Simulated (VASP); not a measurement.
# Ga (Fd-3m) in VASP: a series of runs

Ga is run at these levels: RPBE; tasks: single point.

All numbers are computed with VASP 6.6.1; they aren't measurements. Logs are shortened: lines on timing, memory, paths and dates and some standing lists are left out, and cuts for length are marked.

### Step 1. The cell of the first run

It takes space group Fd-3m (No. 227, cubic). The conventional cell has a = 5.808 Å, b = 5.808 Å, c = 5.808 Å, α = 90.00°, β = 90.00°, γ = 90.00°. Within 3.3 Å of Ga (site symmetry -43m) lie 4 Ga at 2.51 Å.

This isn't the form of Ga at room conditions, which is orthorhombic.

### Step 2. Single point, RPBE (24.49 Å³/atom)

INCAR

```
  PREC = Accurate
  ENCUT = 520
  EDIFF = 1E-6
  ISMEAR = -1
  SIGMA = 0.1
  LREAL = False
  LASPH = True
  NELM = 80
  ALGO = Normal
  ISIF = 2
  LWAVE = False
  LCHARG = False
  GGA = RP
  NBANDS = 20
```

KPOINTS

```
Automatic mesh
0
Gamma
  10 10 10
```

POSCAR

```
Ga
1.0
    0.0000000000      2.9040146843      2.9040146843
    2.9040146843      0.0000000000      2.9040146843
    2.9040146843      2.9040146843      0.0000000000
Ga
2
Direct
    0.1250000000      0.1250000000      0.1250000000
    0.8750000000      0.8750000000      0.8750000000
```

Potentials or basis: VASP PAW PBE potentials, release 64 (Ga_d).

Launch:

```sh
> cat potpaw_PBE.64/Ga_d/POTCAR > POTCAR
> mpirun -np 1 vasp_std > vasp.out
```

OUTCAR:

```text
PREC = Accurate
   ENCUT = 520
   EDIFF = 1E-6
   ISMEAR = -1
   LREAL = False
   LASPH = True
   NELM = 80
   ISIF = 2
   GGA = RP

 ion  position               nearest neighbor table
   1  0.125  0.125  0.125-   2 2.51   2 2.51   2 2.51   2 2.51
   2  0.875  0.875  0.875-   1 2.51   1 2.51   1 2.51   1 2.51

  LATTYP: Found a face centered cubic cell.
 ALAT       =     5.8080293686

  Lattice vectors:

 A1 = (   0.0000000000,   2.9040146843,   2.9040146843)
 A2 = (   2.9040146843,   0.0000000000,   2.9040146843)
 A3 = (   2.9040146843,   2.9040146843,   0.0000000000)

Analysis of symmetry for initial positions (statically):
=====================================================================
 Subroutine PRICEL returns:
 Original cell was already a primitive cell.

 Routine SETGRP: Setting up the symmetry group for a
 face centered cubic supercell.

 Subroutine GETGRP returns: Found 48 space group operations
 (whereof 12 operations were pure point group operations)
 out of a pool of 48 trial point group operations.

The static configuration has the point symmetry D_3d.
 The point group associated with its full space group is O_h .

Analysis of symmetry for dynamics (positions and initial velocities):
=====================================================================
 Subroutine PRICEL returns:
 Original cell was already a primitive cell.

 Routine SETGRP: Setting up the symmetry group for a
 face centered cubic supercell.

 Subroutine GETGRP returns: Found 48 space group operations
 (whereof 12 operations were pure point group operations)
 out of a pool of 48 trial point group operations.

The dynamic configuration has the point symmetry D_3d.
 The point group associated with its full space group is O_h .

 Subroutine INISYM returns: Found 48 space group operations
 (whereof 12 operations are pure point group operations),
 and found     1 'primitive' translations

----------------------------------------------------------------------------------------

                                     Primitive cell

  volume of cell :      48.9809

  direct lattice vectors                    reciprocal lattice vectors
     0.000000000  2.904014684  2.904014684    -0.172175438  0.172175438  0.172175438
     2.904014684  0.000000000  2.904014684     0.172175438 -0.172175438  0.172175438
     2.904014684  2.904014684  0.000000000     0.172175438  0.172175438 -0.172175438

  length of vectors
     4.106896952  4.106896952  4.106896952     0.298216606  0.298216606  0.298216606

  position of ions in fractional coordinates (direct lattice)
     0.125000000  0.125000000  0.125000000
     0.875000000  0.875000000  0.875000000

  ion indices of the primitive-cell ions
   primitive index   ion index
                 1           1
                 2           2

----------------------------------------------------------------------------------------

 KPOINTS: Automatic mesh

Automatic generation of k-mesh.
 Grid dimensions read from file:
 generate k-points for:   10   10   10

 Generating k-lattice:

  Cartesian coordinates                     Fractional coordinates (reciprocal lattice)
    -0.017217544  0.017217544  0.017217544     0.100000000  0.000000000  0.000000000
     0.017217544 -0.017217544  0.017217544     0.000000000  0.100000000  0.000000000
     0.017217544  0.017217544 -0.017217544     0.000000000  0.000000000  0.100000000

  Length of vectors
     0.029821661  0.029821661  0.029821661

  Shift w.r.t. Gamma in fractional coordinates (k-lattice)
     0.000000000  0.000000000  0.000000000

 Subroutine IBZKPT returns following result:
 ===========================================

 Found     47 irreducible k-points:

 Following reciprocal coordinates:
            Coordinates               Weight
  0.000000  0.000000  0.000000      1.000000
  0.100000  0.000000  0.000000      8.000000
  0.200000  0.000000  0.000000      8.000000
  0.300000  0.000000  0.000000      8.000000
  0.400000  0.000000  0.000000      8.000000
  0.500000  0.000000  0.000000      4.000000
[... 16 lines left out ...]
  0.300000  0.300000  0.000000      6.000000
  0.400000  0.300000  0.000000     24.000000
 [... further k-points ...]
   k-points           NKPTS =     47   k-points in BZ     NKDIM =     47   number of bands    NBANDS=     20
   number of dos      NEDOS =    301   number of ions     NIONS =      2
   total plane-waves  NPLWV =  32768
   dimension x,y,z NGX =    32 NGY =   32 NGZ =   32
   dimension x,y,z NGXF=    64 NGYF=   64 NGZF=   64
   ions per type =               2
   NGX,Y,Z   is equivalent  to a cutoff of  12.95, 12.95, 12.95 a.u.
   NGXF,Y,Z  is equivalent  to a cutoff of  25.91, 25.91, 25.91 a.u.
 SYSTEM =  unknown system
   PREC   = accura    normal or accurate (medium, high low for compatibility)
   ISTART =      0    job   : 0-new  1-cont  2-samecut
   ICHARG =      2    charge: 1-file 2-atom 10-const
   ISPIN  =      1    spin polarized calculation?
   LNONCOLLINEAR =      F non collinear calculations
   LSORBIT =      F    spin-orbit coupling
   LASPH  =      T    aspherical Exc in radial PAW
   ENCUT  =  520.0 eV  38.22 Ry    6.18 a.u.   7.64  7.64  7.64*2*pi/ulx,y,z
   NELM   =     80;   NELMIN=  2; NELMDL= -5     # of ELM steps
   EDIFF  = 0.1E-05   stopping-criterion for ELM
   LREAL  =      F    real-space projection
   EDIFFG = 0.1E-04   stopping-criterion for IOM
   NSW    =      0    number of steps for IOM
   IBRION =     -1    ionic relax: 0-MD 1-quasi-New 2-CG
   NFREE  =      0    steps in history (QN), initial steepest desc. (CG)
   ISIF   =      2    stress and relaxation
   ISYM   =      2    0-nonsym 1-usesym 2-fastsym
   POTIM  = 0.5000    time-step for ionic-motion
   TEBEG  =    0.0;   TEEND  =   0.0 temperature during run
   PSTRESS=    0.0 pullay stress
   NELECT =      26.0000    total number of electrons
   NUPDOWN=      -1.0000    fix difference up-down
   EMIN   =  10.00;   EMAX   =-10.00  energy-range for DOS
   EFERMI =   0.00;   METHOD = LEGACY
   ISMEAR =    -1;   SIGMA  =   0.10  broadening in eV -4-tet -1-fermi 0-gaus
   EFERMI_NEDOS =   21; number of points for ismear=-14 and -15
   IALGO  =     38    algorithm
   IMIX   =      4    mixing-type and parameters
     AMIX     =   0.40;   BMIX     =  1.00
     AMIX_MAG =   1.60;   BMIX_MAG =  1.00
  volume/ion in A,a.u.               =      24.49       165.27
  Fermi-wavevector in a.u.,A,eV,Ry     =   1.325533  2.504894 23.905942  1.757037
  Thomas-Fermi vector in A             =   2.454987
   LORBIT       =      0    0 simple, 1 ext, 2 COOP (PROOUT), +10 PAW based schemes
   GGA     = RP    functional components
   LHFCALC =     F    Hartree Fock is set to
   AEXX    =    0.0000 exact exchange contribution
   IVDW    =     0    specifies the selected vdW correction
   LEPSILON=     F    determine dielectric tensor
   LRPA    =     F    only Hartree local field effects (RPA)
 non-spin polarized calculation
  energy-cutoff  :      520.00
  volume of cell :       48.98
 maximum number of plane-waves:      1363
   NGX = 15   NGY = 15   NGZ = 15

 number of electron      25.9999978 magnetization

 Free energy of the ion-electron system (eV)
  ---------------------------------------------------
  ext. energy  EPLUGINS =         0.00000000
  ---------------------------------------------------
  free energy    TOTEN  =        -4.56874488 eV

  energy without entropy =       -4.52886698  energy(sigma->0) =       -4.54880593

 E-fermi :   2.9506     XC(G=0):  -9.3089

 val. band max:        2.9331174716   @ k =   0.5000   0.3000   0.1000
 cond. band min:       3.1278623884   @ k =  -0.3000   0.3000   0.1000
 fundamental gap:      0.1947449168
 Fermi energy:         2.9506224788

 k-point     1 :       0.0000    0.0000    0.0000
  band No.  band energies     occupation
      1     -11.8714      2.00000
      2     -11.8714      2.00000
      3     -11.8714      2.00000
      4     -11.8289      2.00000
      5     -11.8289      2.00000
      6     -11.5016      2.00000
[... 12 lines left out ...]
     19      10.8275      0.00000
     20      14.1318      0.00000

 k-point     2 :       0.1000    0.0000    0.0000
  band No.  band energies     occupation
      1     -11.8823      2.00000
      2     -11.8823      2.00000
      3     -11.8694      2.00000
      4     -11.8136      2.00000
      5     -11.8136      2.00000
      6     -11.5083      2.00000
[... 12 lines left out ...]
     19      11.5351      0.00000
     20      13.2020      0.00000

 k-point     3 :       0.2000    0.0000    0.0000
  band No.  band energies     occupation
      1     -11.8959      2.00000
      2     -11.8959      2.00000
      3     -11.8642      2.00000
      4     -11.7896      2.00000
      5     -11.7896      2.00000
      6     -11.5202      2.00000
[... 12 lines left out ...]
     19      12.3396      0.00000
     20      12.6932      0.00000

 k-point     4 :       0.3000    0.0000    0.0000
  band No.  band energies     occupation
      1     -11.9028      2.00000
      2     -11.9028      2.00000
      3     -11.8579      2.00000
      4     -11.7727      2.00000
      5     -11.7727      2.00000
      6     -11.5296      2.00000
[... 12 lines left out ...]
     19      12.2449      0.00000
     20      13.1634      0.00000

 k-point     5 :       0.4000    0.0000    0.0000
  band No.  band energies     occupation
      1     -11.9041      2.00000
      2     -11.9041      2.00000
      3     -11.8528      2.00000
      4     -11.7660      2.00000
      5     -11.7660      2.00000
      6     -11.5407      2.00000
[... 12 lines left out ...]
     19      13.9425      0.00000
     20      14.4725      0.00000
[... 353 lines left out ...]
      6     -11.5844      2.00000
[... 12 lines left out ...]
     19      12.4660      0.00000
     20      14.0904      0.00000

 k-point    22 :      -0.2000    0.2000    0.0000
  band No.  band energies     occupation
      1     -11.9201      2.00000
      2     -11.9123      2.00000
      3     -11.8349      2.00000
      4     -11.7772      2.00000
      5     -11.7317      2.00000
      6     -11.5736      2.00000
[... 12 lines left out ...]
     19      11.7889      0.00000
     20      14.4392      0.00000

 k-point    23 :       0.3000    0.3000    0.0000
  band No.  band energies     occupation
      1     -11.8999      2.00000
      2     -11.8999      2.00000
      3     -11.8944      2.00000
      4     -11.7446      2.00000
      5     -11.6814      2.00000
      6     -11.6787      2.00000
[... 12 lines left out ...]
     19      13.3033      0.00000
     20      15.5522      0.00000

 k-point    24 :       0.4000    0.3000    0.0000
  band No.  band energies     occupation
      1     -11.9204      2.00000
      2     -11.9060      2.00000
      3     -11.8658      2.00000
      4     -11.7191      2.00000
      5     -11.7096      2.00000
      6     -11.6514      2.00000
[... 12 lines left out ...]
     19      15.1783      0.00000
     20      16.3098      0.00000

 [... further k-points ...]

------------------------ aborting loop because EDIFF is reached ----------------------------------------

  FORCE on cell =-STRESS in cart. coord.  units (eV):
  Direction    XX          YY          ZZ          XY          YZ          ZX
  --------------------------------------------------------------------------------------
  -------------------------------------------------------------------------------------
  Total        0.9961487      0.9961487      0.9961487     -0.0000000      0.0000000      0.0000000
  in kB       32.5842953     32.5842953     32.5842953     -0.0000000      0.0000000      0.0000000
  external PRESSURE =      32.5842953 kB  Pullay stress =       0.0000000 kB

 VOLUME and BASIS-vectors are now :
 -----------------------------------------------------------------------------
  energy-cutoff  :      520.00
  volume of cell :       48.98
      direct lattice vectors                 reciprocal lattice vectors
     0.000000000  2.904014684  2.904014684    -0.172175438  0.172175438  0.172175438
     2.904014684  0.000000000  2.904014684     0.172175438 -0.172175438  0.172175438
     2.904014684  2.904014684  0.000000000     0.172175438  0.172175438 -0.172175438

 POSITION                                       TOTAL-FORCE (eV/Angst)
 -----------------------------------------------------------------------------------
      0.72600      0.72600      0.72600        -0.000000     -0.000000     -0.000000
      5.08203      5.08203      5.08203         0.000000      0.000000      0.000000
 -----------------------------------------------------------------------------------
    total drift:                                0.000000      0.000000     -0.000000

  FREE ENERGIE OF THE ION-ELECTRON SYSTEM (eV)
  ---------------------------------------------------
  free  energy   TOTEN  =        -4.5687448799 eV

  energy  without entropy=       -4.5288669753  energy(sigma->0) =       -4.54880593
```

Run time: 61 s. Hardware: 1 thread of Intel Xeon 8259CL, shared host; peak memory 0.19 GiB.

Results:

```
Free energy            : -4.5687 eV
Pressure               : 3.3 GPa
Band gap on the k mesh : zero (bands 13 and 14 overlap by 4.25 eV)
```

Levels at points of the mesh, in eV from the Fermi level:
| k point | band 10 | band 11 | band 12 | band 13 | band 14 | band 15 | band 16 | band 17 |
| --- | --- | --- | --- | --- | --- | --- | --- | --- |
| (0.00, 0.00, 0.00) | -14.39 | -9.49 | 2.82 | 2.82 | 2.82 | 3.84 | 4.87 | 4.87 |
| (0.50, 0.00, 0.00) | -14.37 | -7.25 | -4.69 | 1.31 | 1.31 | 3.11 | 5.83 | 5.83 |
| (0.50, 0.50, 0.00) | -14.35 | -5.53 | -5.53 | -0.52 | -0.52 | 2.84 | 2.84 | 12.08 |

Caveat: the cell stands under pressure; the PAW data sets were made with another functional, which shifts forces and pressure a little.

### Step 3. Single point, RPBE (25.56 Å³/atom)

This run uses another cell than the first one, of 25.56 Å³/atom.

INCAR

```
SYSTEM = Ga
PREC     = Accurate       ! precision mode
ENCUT    = 520            ! plane-wave cutoff, eV
EDIFF    = 1E-6           ! SCF threshold, eV
ISMEAR   = -1             ! smearing method
SIGMA    = 0.1            ! smearing width, eV
LREAL    = .FALSE.        ! projectors in reciprocal space
LASPH    = .TRUE.         ! aspherical terms in the spheres
NELM     = 100            ! most SCF steps
ALGO     = Normal         ! electronic algorithm
ISIF     = 2              ! what is computed and relaxed
LWAVE    = .FALSE.        ! write WAVECAR
LCHARG   = .FALSE.        ! write CHGCAR
GGA      = RP             ! functional
NBANDS   = 20             ! bands
```

KPOINTS

```
Automatic mesh
0
G
  10 10 10
  0 0 0
```

POSCAR

```
Ga
1.0
    0.0000000000      2.9455062141      2.9455062141
    2.9455062141      0.0000000000      2.9455062141
    2.9455062141      2.9455062141      0.0000000000
Ga
2
Direct
    0.1250000000      0.1250000000      0.1250000000
    0.8750000000      0.8750000000      0.8750000000
```

Potentials or basis: VASP PAW PBE potentials, release 64 (Ga_d).

Launch:

```sh
> cat potpaw_PBE.64/Ga_d/POTCAR > POTCAR
> mpirun -np 1 vasp_std > vasp.out
```

Wall time 66 s (1 thread of Intel Xeon 8259CL, shared host); peak memory 0.19 GiB.

It converged, with:

| Property | Result |
| --- | --- |
| Free energy | -4.5998 eV |
| Pressure | 1.5 GPa |
| Band gap on the k mesh | zero (bands 13 and 14 overlap by 4.05 eV) |

Levels at points of the mesh, in eV from the Fermi level:
```csv
k point,band 9,band 10,band 11,band 12,band 13,band 14,band 15,band 16,band 17,band 18
"(0.00, 0.00, 0.00)",-14.41,-14.41,-9.28,2.70,2.70,2.70,3.39,4.74,4.74,4.74
"(0.50, 0.00, 0.00)",-14.39,-14.39,-7.14,-4.59,1.25,1.25,2.87,5.70,5.70,8.15
"(0.50, 0.50, 0.00)",-14.37,-14.37,-5.48,-5.48,-0.49,-0.49,2.78,2.78,11.64,11.64
```

Caveat: the PAW data sets were made with another functional, which shifts forces and pressure a little.

The gap in the log of VASP goes by the Fermi energy; the results here count the filled bands.